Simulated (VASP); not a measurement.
# BaHg: relaxation of cell and atoms with LDA

The system is BaHg.

```
Ba Hg
1.0
     4.17876    0.00000    0.00000
     0.00000    4.17876    0.00000
     0.00000    0.00000    4.17876
Ba Hg
1 1
Direct
  0.00000 0.00000 0.00000
  0.50000 0.50000 0.50000
```

```
Program                : VASP 6.6.1
Task                   : relaxation of cell and atoms
Functional             : LDA
Potentials or basis    : VASP PAW LDA potentials, release 64 (Ba_sv, Hg)
Cutoff                 : 600 eV
k mesh                 : 8 × 8 × 8
Occupations            : fermi-dirac, width 0.1 eV
Spin                   : no spin polarisation
Dipole correction      : no
Further INCAR settings : ALGO = Normal; EDIFF = 1e-06; IBRION = 2; EDIFFG = -0.002; NSW = 100; ISIF = 3
```

| Item | Value |
| --- | --- |
| Relaxed volume | 33.12 Å³/atom |
| Relaxed cell | a = 4.046 Å, b = 4.046 Å, c = 4.046 Å, α = 90.00°, β = 90.00°, γ = 90.00° |
| Space group after relaxing (to 0.05 Å) | Pm-3m (No. 221) |
| Energy gained by relaxing | 28.8 meV/atom |
| Ionic steps | 3 |
| Pressure after relaxing | 0.0 GPa |
| Band gap on the k mesh | zero (band 11 reaches 3.76 eV, above the bottom of band 12 at 1.43 eV) |

The path:
| step | energy change (eV) | largest force (eV/Å) | pressure (GPa) | volume (Å³) |
| --- | --- | --- | --- | --- |
| 1 | 0.0000 | 0.0000 | -2.52 | 72.97 |
| 2 | -0.0566 | 0.0000 | -0.40 | 67.08 |
| 3 | -0.0577 | 0.0000 | -0.01 | 66.25 |

Final structure:
```
Ba Hg
1.0
     4.04631    0.00000    0.00000
     0.00000    4.04631    0.00000
     0.00000    0.00000    4.04631
Ba Hg
1 1
Direct
  0.00000 0.00000 0.00000
  0.50000 0.50000 0.50000
```

Levels at points of the mesh, in eV from the Fermi level:
```tsv
k point	band 7	band 8	band 9	band 10	band 11	band 12	band 13	band 14	band 15
(0.00, 0.00, 0.00)	-7.13	-7.13	-7.13	-6.44	0.79	0.79	4.22	4.22	4.22
(0.50, 0.00, 0.00)	-7.11	-7.10	-7.06	-4.23	-2.11	0.88	1.58	1.58	5.09
(0.50, 0.50, 0.00)	-7.26	-7.26	-6.90	-4.65	0.79	0.79	1.30	3.68	3.68
(0.50, 0.50, 0.50)	-7.11	-6.89	-6.89	-2.95	-1.45	-1.45	-1.45	6.61	6.61
```

Run time: 52 s on 1 thread of AMD EPYC 9R45 96-Core Processor (Zen 5) (shared host), peak memory 0.18 GiB.

Caveat: spin-orbit coupling is left out, which moves the levels of the heavy elements.
